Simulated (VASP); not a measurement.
Here is a VASP 6.6.1 calculation.

Contents of INCAR:

```
ALGO     = Normal         # electronic algorithm
EDIFF    = 1E-6           # SCF threshold, eV
ENCUT    = 520            # plane-wave cutoff, eV
GGA      = PE             # functional
ISIF     = 2              # what is computed and relaxed
ISMEAR   = -1             # smearing method
LASPH    = True           # aspherical terms in the spheres
LCHARG   = False          # write CHGCAR
LREAL    = False          # projectors in reciprocal space
LWAVE    = False          # write WAVECAR
NBANDS   = 36             # bands
NELM     = 80             # most SCF steps
PREC     = Accurate       # precision mode
SIGMA    = 0.02           # smearing width, eV
```

Contents of KPOINTS:

```
k-points
0
Gamma
  10 10 2
```

File POSCAR:

```
SiC
1.0
    1.5389000000     -2.6675000000      0.0000000000
    1.5389000000      2.6675000000      0.0000000000
    0.0000000000      0.0000000000     15.1219000000
Si C
6 6
Direct
    0.1666620609      0.8333379391      0.8577214520
    0.8333379391      0.1666620609      0.3577214520
    0.5001149274      0.4998850726      0.5245066742
    0.4998850726      0.5001149274      0.0245066742
    0.8334420063      0.1665579937      0.6912249934
    0.1665579937      0.8334420063      0.1912249934
    0.5001800044      0.4998199956      0.6498136388
    0.4998199956      0.5001800044      0.1498136388
    0.1666200921      0.8333799079      0.9826819951
    0.8333799079      0.1666200921      0.4826819951
    0.8333969726      0.1666030274      0.8161912464
    0.1666030274      0.8333969726      0.3161912464
```

Potentials or basis: VASP PAW PBE potentials, release 64 (Si, C).

Launch:

```sh
$ cat potpaw_PBE.64/Si/POTCAR potpaw_PBE.64/C/POTCAR > POTCAR
$ mpirun -np 1 vasp_std > vasp.out
```

Estimate the pressure.

3.2 GPa.

Estimate the band gap on the k mesh.

2.02 eV (least direct gap 3.12 eV).

Stress tensor (GPa, compression positive):
```
3.47 0.00 0.00
0.00 3.17 0.00
0.00 0.00 2.83
```

Caveat: the cell stands under pressure. A k mesh can miss the band edges.
